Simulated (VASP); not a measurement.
**C: single point with r2SCAN**

The system is C.

```
CELL_PARAMETERS angstrom
0.00000 2.06025 3.79542
1.18952 0.00000 3.79542
1.18952 2.06025 0.00000
ATOMIC_POSITIONS crystal
C 0.16670 0.83330 0.16670
C 0.83330 0.16670 0.83330
```

This cell differs from its parent crystal: ratio of the length along z to the lengths across it x 1.1, volume and fractional coordinates fixed.

```yaml
Program: VASP 6.6.1
Task: single point
Functional: r2SCAN
Potentials_or_basis: VASP PAW PBE potentials, release 64 (C)
Cutoff: 520 eV
k_mesh: 14 × 14 × 14
Occupations: gaussian, width 0.05 eV
Spin: no spin polarisation
```

The pressure is 28.0 GPa and the largest force is 0.014 eV/Å.

Forces on the atoms (eV/Å):
```
C    0.000 -0.014  0.000
C    0.000  0.014  0.000
```

Stress tensor (GPa, compression positive):
```
42.58  0.00  0.00
 0.00 42.52  0.00
 0.00  0.00 -1.02
```

Run time: 4.8 min on 1 thread of Intel(R) Xeon(R) Platinum 8259CL CPU @ 2.50GHz (Skylake/Cascade Lake), with other jobs on the host, peak memory 0.2 GiB.

Caveat: the cell stands under pressure; the PAW data sets were made with another functional, which shifts forces and pressure a little.
